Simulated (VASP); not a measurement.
# CdGaO3 (R-3c) in VASP: single point with r2SCAN

Aim: the single point of CdGaO3 with r2SCAN.

Everything below comes from runs of VASP 6.6.1. Logs are shortened: lines on timing, memory, paths and dates and some standing lists are left out, and cuts for length are marked.

## 1. The cell of the first run

Symmetry: R-3c, No. 167, trigonal system. The conventional cell has a = 5.353 Å, b = 5.353 Å, c = 12.974 Å, α = 90.00°, β = 90.00°, γ = 120.00°. Ga (site symmetry -3) has 6 O at 1.91 Å within 2.5 Å. Within 2.5 Å of O (site symmetry 2) lie 2 Ga at 1.91 Å and 1 Cd at 2.38 Å. Cd (site symmetry 32) has 12 O at 2.38 to 2.97 Å within 3.1 Å.

## 2. Single point, r2SCAN

Input file POSCAR:

```
CdGaO3
1.0
    2.6767490000      1.5454240000      4.3246000000
   -2.6767490000      1.5454240000      4.3246000000
    0.0000000000     -3.0908390000      4.3246000000
Ga O Cd
2 6 2
Direct
    0.0000000000      0.0000000000      0.0000000000
    0.5000000000      0.5000000000      0.5000000000
    0.8048000000      0.6952000000      0.2500000000
    0.2500000000      0.8048000000      0.6952000000
    0.6952000000      0.2500000000      0.8048000000
    0.1952000000      0.3048000000      0.7500000000
    0.7500000000      0.1952000000      0.3048000000
    0.3048000000      0.7500000000      0.1952000000
    0.2500000000      0.2500000000      0.2500000000
    0.7500000000      0.7500000000      0.7500000000
```

Input file INCAR.step1:

```
SYSTEM = CdGaO3
PREC = Accurate ; ENCUT = 520
ISMEAR = -1 ; SIGMA = 0.0381
LREAL = .FALSE. ; LASPH = .TRUE.
NELM = 60 ; NBANDS = 54
GGA = PE ; ALGO = Normal
EDIFF = 1E-4 ; LWAVE = .TRUE.
LCHARG = .FALSE.
```

Input file INCAR.step2:

```
SYSTEM = CdGaO3
PREC = Accurate ; ENCUT = 520
EDIFF = 1E-6 ; ISMEAR = -1
SIGMA = 0.0381 ; LREAL = .FALSE.
LASPH = .TRUE. ; NELM = 60
ALGO = Normal ; ISIF = 2
LWAVE = .FALSE. ; LCHARG = .FALSE.
METAGGA = R2SCAN ; LMIXTAU = .TRUE.
NBANDS = 54 ; ISTART = 1
```

Input file KPOINTS:

```
regular mesh
0
G
  7 7 7
  0 0 0
```

Potentials or basis: VASP PAW PBE potentials, release 64 (Ga_d, O, Cd).

The run is started by

```
$ cat potpaw_PBE.64/Ga_d/POTCAR potpaw_PBE.64/O/POTCAR potpaw_PBE.64/Cd/POTCAR > POTCAR
$ cp INCAR.step1 INCAR
$ mpirun -np 1 vasp_std > vasp.out
$ cp INCAR.step2 INCAR
$ mpirun -np 1 vasp_std > vasp.out
```

OUTCAR:

```text
SYSTEM = CdGaO3
   PREC = Accurate
   ENCUT = 520
   EDIFF = 1E-6
   ISMEAR = -1
   LREAL = .FALSE.
   LASPH = .TRUE.
   NELM = 60
   ISIF = 2
   METAGGA = R2SCAN
   ISTART = 1

 ion  position               nearest neighbor table
   1  0.000  0.000  0.000-   4 1.91   7 1.91   5 1.91   8 1.91   3 1.91   6 1.91   9 3.24  10 3.24
                            10 3.27   9 3.27  10 3.27  10 3.27   9 3.27   9 3.27
   2  0.500  0.500  0.500-   5 1.91   8 1.91   7 1.91   4 1.91   3 1.91   6 1.91   9 3.24  10 3.24
                             9 3.27  10 3.27   9 3.27   9 3.27  10 3.27  10 3.27
   3  0.805  0.695  0.250-   1 1.91   2 1.91   9 2.38  10 2.67  10 2.67
   4  0.250  0.805  0.695-   1 1.91   2 1.91   9 2.38  10 2.67  10 2.67
   5  0.695  0.250  0.805-   2 1.91   1 1.91   9 2.38  10 2.67  10 2.67
   6  0.195  0.305  0.750-   1 1.91   2 1.91  10 2.38   9 2.67   9 2.67
   7  0.750  0.195  0.305-   1 1.91   2 1.91  10 2.38   9 2.67   9 2.67
   8  0.305  0.750  0.195-   2 1.91   1 1.91  10 2.38   9 2.67   9 2.67
   9  0.250  0.250  0.250-   4 2.38   5 2.38   3 2.38   6 2.67   6 2.67   7 2.67   8 2.67   8 2.67
                             7 2.67   2 3.24   1 3.24   2 3.27   1 3.27   2 3.27   1 3.27   2 3.27
  10  0.750  0.750  0.750-   7 2.38   8 2.38   6 2.38   3 2.67   3 2.67   5 2.67   4 2.67   5 2.67
                             4 2.67   2 3.24   1 3.24   1 3.27   2 3.27   1 3.27   2 3.27   1 3.27

  LATTYP: Found a trigonal (rhomboedric) cell.
 ALAT       =     5.3155889334
 COS(alpha) =     0.4928428920

  Lattice vectors:

 A1 = (   2.6767490000,   1.5454240000,   4.3246000000)
 A2 = (  -2.6767490000,   1.5454240000,   4.3246000000)
 A3 = (   0.0000000000,  -3.0908390000,   4.3246000000)

Analysis of symmetry for initial positions (statically):
=====================================================================
 Subroutine PRICEL returns:
 Original cell was already a primitive cell.

 Routine SETGRP: Setting up the symmetry group for a
 trigonal (rhombohedral) supercell.

 Subroutine GETGRP returns: Found 12 space group operations
 (whereof  6 operations were pure point group operations)
 out of a pool of 12 trial point group operations.

The static configuration has the point symmetry S_6 .
 The point group associated with its full space group is D_3d.

Analysis of symmetry for dynamics (positions and initial velocities):
=====================================================================
 Subroutine PRICEL returns:
 Original cell was already a primitive cell.

 Routine SETGRP: Setting up the symmetry group for a
 trigonal (rhombohedral) supercell.

 Subroutine GETGRP returns: Found 12 space group operations
 (whereof  6 operations were pure point group operations)
 out of a pool of 12 trial point group operations.

The dynamic configuration has the point symmetry S_6 .
 The point group associated with its full space group is D_3d.

 Subroutine INISYM returns: Found 12 space group operations
 (whereof  6 operations are pure point group operations),
 and found     1 'primitive' translations

----------------------------------------------------------------------------------------

                                     Primitive cell

  volume of cell :     107.3375

  direct lattice vectors                    reciprocal lattice vectors
     2.676749000  1.545424000  4.324600000     0.186793756  0.107845478  0.077078345
    -2.676749000  1.545424000  4.324600000    -0.186793756  0.107845478  0.077078345
     0.000000000 -3.090839000  4.324600000     0.000000000 -0.215690956  0.077078569

  length of vectors
     5.315588933  5.315588933  5.315585658     0.229049396  0.229049396  0.229049546

  position of ions in fractional coordinates (direct lattice)
     0.000000000  0.000000000  0.000000000
     0.500000000  0.500000000  0.500000000
     0.804800000  0.695200000  0.250000000
     0.250000000  0.804800000  0.695200000
     0.695200000  0.250000000  0.804800000
     0.195200000  0.304800000  0.750000000
     0.750000000  0.195200000  0.304800000
     0.304800000  0.750000000  0.195200000
     0.250000000  0.250000000  0.250000000
     0.750000000  0.750000000  0.750000000

  ion indices of the primitive-cell ions
   primitive index   ion index
                 1           1
                 2           2
                 3           3
                 4           4
                 5           5
                 6           6
                 7           7
                 8           8
                 9           9
                10          10

----------------------------------------------------------------------------------------

 KPOINTS: regular mesh

Automatic generation of k-mesh.
 Grid dimensions read from file:
 generate k-points for:    7    7    7

 Generating k-lattice:

  Cartesian coordinates                     Fractional coordinates (reciprocal lattice)
     0.026684822  0.015406497  0.011011192     0.142857143  0.000000000  0.000000000
    -0.026684822  0.015406497  0.011011192     0.000000000  0.142857143  0.000000000
     0.000000000 -0.030812994  0.011011224    -0.000000000 -0.000000000  0.142857143

  Length of vectors
     0.032721342  0.032721342  0.032721364

  Shift w.r.t. Gamma in fractional coordinates (k-lattice)
     0.000000000  0.000000000  0.000000000

 Subroutine IBZKPT returns following result:
 ===========================================

 Found     44 irreducible k-points:

 Following reciprocal coordinates:
            Coordinates               Weight
  0.000000  0.000000  0.000000      1.000000
  0.142857  0.000000  0.000000      6.000000
  0.285714  0.000000  0.000000      6.000000
  0.428571  0.000000  0.000000      6.000000
  0.142857  0.142857  0.000000      6.000000
  0.285714  0.142857  0.000000     12.000000
[... 16 lines left out ...]
  0.285714  0.285714  0.142857      6.000000
  0.428571  0.285714  0.142857     12.000000
 [... further k-points ...]
   k-points           NKPTS =     44   k-points in BZ     NKDIM =     44   number of bands    NBANDS=     54
   number of dos      NEDOS =    301   number of ions     NIONS =     10
   total plane-waves  NPLWV =  64000
   dimension x,y,z NGX =    40 NGY =   40 NGZ =   40
   dimension x,y,z NGXF=    80 NGYF=   80 NGZF=   80
   ions per type =               2   6   2
   NGX,Y,Z   is equivalent  to a cutoff of  12.51, 12.51, 12.51 a.u.
   NGXF,Y,Z  is equivalent  to a cutoff of  25.02, 25.02, 25.02 a.u.
 SYSTEM =  CdGaO3
   PREC   = accura    normal or accurate (medium, high low for compatibility)
   ISTART =      1    job   : 0-new  1-cont  2-samecut
   ICHARG =      0    charge: 1-file 2-atom 10-const
   ISPIN  =      1    spin polarized calculation?
   LNONCOLLINEAR =      F non collinear calculations
   LSORBIT =      F    spin-orbit coupling
   LASPH  =      T    aspherical Exc in radial PAW
   ENCUT  =  520.0 eV  38.22 Ry    6.18 a.u.   9.88  9.88  9.88*2*pi/ulx,y,z
   NELM   =     60;   NELMIN=  2; NELMDL=  0     # of ELM steps
   EDIFF  = 0.1E-05   stopping-criterion for ELM
   LREAL  =      F    real-space projection
   EDIFFG = 0.1E-04   stopping-criterion for IOM
   NSW    =      0    number of steps for IOM
   IBRION =     -1    ionic relax: 0-MD 1-quasi-New 2-CG
   NFREE  =      0    steps in history (QN), initial steepest desc. (CG)
   ISIF   =      2    stress and relaxation
   ISYM   =      2    0-nonsym 1-usesym 2-fastsym
   POTIM  = 0.5000    time-step for ionic-motion
   TEBEG  =    0.0;   TEEND  =   0.0 temperature during run
   PSTRESS=    0.0 pullay stress
   NELECT =      86.0000    total number of electrons
   NUPDOWN=      -1.0000    fix difference up-down
   EMIN   =  10.00;   EMAX   =-10.00  energy-range for DOS
   EFERMI =   0.00;   METHOD = LEGACY
   ISMEAR =    -1;   SIGMA  =   0.04  broadening in eV -4-tet -1-fermi 0-gaus
   EFERMI_NEDOS =   21; number of points for ismear=-14 and -15
   IALGO  =     38    algorithm
   IMIX   =      4    mixing-type and parameters
     AMIX     =   0.40;   BMIX     =  1.00
     AMIX_MAG =   1.60;   BMIX_MAG =  1.00
  volume/ion in A,a.u.               =      10.73        72.43
  Fermi-wavevector in a.u.,A,eV,Ry     =   1.520514  2.873355 31.456165  2.311963
  Thomas-Fermi vector in A             =   2.629354
   LORBIT       =      0    0 simple, 1 ext, 2 COOP (PROOUT), +10 PAW based schemes
   METAGGA = R2SCAN    functional components
   LHFCALC =     F    Hartree Fock is set to
   AEXX    =    0.0000 exact exchange contribution
   IVDW    =     0    specifies the selected vdW correction
   LEPSILON=     F    determine dielectric tensor
   LRPA    =     F    only Hartree local field effects (RPA)
 non-spin polarized calculation
  energy-cutoff  :      520.00
  volume of cell :      107.34
 maximum number of plane-waves:      2906
   NGX = 19   NGY = 19   NGZ = 19

 number of electron      85.9999975 magnetization

 Free energy of the ion-electron system (eV)
  ---------------------------------------------------
  ext. energy  EPLUGINS =         0.00000000
  ---------------------------------------------------
  free energy    TOTEN  =      -110.85677130 eV

  energy without entropy =     -110.81180450  energy(sigma->0) =     -110.83428790

 E-fermi :   2.5353     XC(G=0): -12.7428

 val. band max:        2.5324011441   @ k =  -0.2857   0.2857   0.2857
 cond. band min:       2.5354675652   @ k =   0.2857   0.2857   0.0000
 fundamental gap:      0.0030664211
 Fermi energy:         2.5353335479

 k-point     1 :       0.0000    0.0000    0.0000
  band No.  band energies     occupation
      1     -16.9370      2.00000
      2     -15.1937      2.00000
      3     -15.1937      2.00000
      4     -15.0986      2.00000
      5     -15.0986      2.00000
      6     -15.0716      2.00000
[... 46 lines left out ...]
     53      14.5614      0.00000
     54      15.5294      0.00000
[... 1309 lines left out ...]
     53      14.3848      0.00000
     54      14.9703      0.00000

 [... further k-points ...]

------------------------ aborting loop because EDIFF is reached ----------------------------------------

  FORCE on cell =-STRESS in cart. coord.  units (eV):
  Direction    XX          YY          ZZ          XY          YZ          ZX
  --------------------------------------------------------------------------------------
  -------------------------------------------------------------------------------------
  Total        4.0710248      4.0710208      5.0843405      0.0000000      0.0000035     -0.0000000
  in kB       60.7662833     60.7662238     75.8915740      0.0000000      0.0000526     -0.0000000
  external PRESSURE =      65.8080270 kB  Pullay stress =       0.0000000 kB

 VOLUME and BASIS-vectors are now :
 -----------------------------------------------------------------------------
  energy-cutoff  :      520.00
  volume of cell :      107.34
      direct lattice vectors                 reciprocal lattice vectors
     2.676749000  1.545424000  4.324600000     0.186793756  0.107845478  0.077078345
    -2.676749000  1.545424000  4.324600000    -0.186793756  0.107845478  0.077078345
     0.000000000 -3.090839000  4.324600000     0.000000000 -0.215690956  0.077078569

 POSITION                                       TOTAL-FORCE (eV/Angst)
 -----------------------------------------------------------------------------------
      0.00000      0.00000      0.00000        -0.000000     -0.000000     -0.000000
      0.00000      0.00000      6.48690        -0.000000     -0.000000     -0.000000
      0.29337      1.54543      7.56805         0.851954      0.000000      0.000000
     -1.48506     -0.51864      7.56805        -0.425977      0.737813     -0.000000
      1.19169     -1.02677      7.56805        -0.425977     -0.737813     -0.000000
     -0.29337     -1.54542      5.40575        -0.851954      0.000000      0.000000
      1.48506      0.51865      5.40575         0.425977     -0.737813     -0.000000
     -1.19169      1.02678      5.40575         0.425977      0.737813     -0.000000
      0.00000      0.00000      3.24345        -0.000000      0.000000     -0.000000
      0.00000      0.00001      9.73035        -0.000000     -0.000000     -0.000000
 -----------------------------------------------------------------------------------
    total drift:                                0.000000      0.000000      0.000000

  FREE ENERGIE OF THE ION-ELECTRON SYSTEM (eV)
  ---------------------------------------------------
  free  energy   TOTEN  =      -110.8567713007 eV

  energy  without entropy=     -110.8118044975  energy(sigma->0) =     -110.83428790
```

It took 14 min on 1 thread of Intel Xeon Platinum 8259CL at 2.50GHz (Skylake/Cascade Lake), shared host; peak memory 0.39 GiB.

What came out:

```
Free energy            : -110.8568 eV
Pressure               : 6.6 GPa
Largest force          : 0.852 eV/Å
Band gap on the k mesh : zero (bands 43 and 44 overlap by 0.50 eV)
```

Forces on the atoms (eV/Å):
```
Ga   0.000  0.000  0.000
Ga   0.000  0.000  0.000
O    0.852  0.000  0.000
O   -0.426  0.738  0.000
O   -0.426 -0.738  0.000
O   -0.852  0.000  0.000
O    0.426 -0.738  0.000
O    0.426  0.738  0.000
Cd   0.000  0.000  0.000
Cd   0.000  0.000  0.000
```

Caveat: the cell stands under pressure; the PAW data sets were made with another functional, which shifts forces and pressure a little.
